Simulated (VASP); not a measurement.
Runs of VASP 6.6.1 on Pt. The structure is that of space group Fm-3m (No. 225), or close to it. The cells are those of the table. 

```tsv
task	level	potentials or basis	cell	k mesh	gap on the mesh (eV)	pressure (GPa)
electric field gradients	PBE	VASP PAW PBE potentials, release 64 (Pt)	a = 2.769 Å, angles 60.0°, 1 atom	18 × 18 × 18	none	10.9
electric field gradients	PBE	VASP PAW PBE potentials, release 64 (Pt)	a = 2.787 Å, angles 60.0°, 1 atom	18 × 18 × 18	none	5.1
electric field gradients	r2SCAN+D3(BJ)	VASP PAW PBE potentials, release 64 (Pt)	a = 2.731 Å, angles 60.0°, 1 atom	27 × 27 × 27	none	15.6
electric field gradients	PBE	VASP PAW PBE potentials, release 64 (Pt)	a = 2.713 Å, angles 60.0°, 1 atom	18 × 18 × 18	none	(b)
single point	PBE	VASP PAW PBE potentials, release 64 (Pt)	a = 2.748 Å, angles 61.0°, 1 atom	18 × 18 × 18	none	11.1
single point	LDA	VASP PAW LDA potentials, release 64 (Pt)	a = 2.769 Å, angles 60.0°, 1 atom	18 × 18 × 18	none	(a)
single point	PBE	VASP PAW PBE potentials, release 64 (Pt)	a = 2.769 Å, angles 60.0°, 1 atom	18 × 18 × 18	none	10.9
```

Alike in all rows: no spin polarisation; cutoff (eV) 520; smearing fermi-dirac 0.03 eV.

Question: Estimate the missing entries.

Answer: (a) -4.3; (b) 33.0.

Caveats: spin-orbit coupling is left out, which moves the levels of the heavy elements; the PAW data sets were made with another functional, which shifts forces and pressure a little (some runs); pairwise dispersion overbinds metals, which lowers pressure and volume (some runs).

A k mesh can miss the band edges, and the runs leave out spin-orbit coupling on Pt.

A gap of «none» marks levels without a gap at the run's occupations.
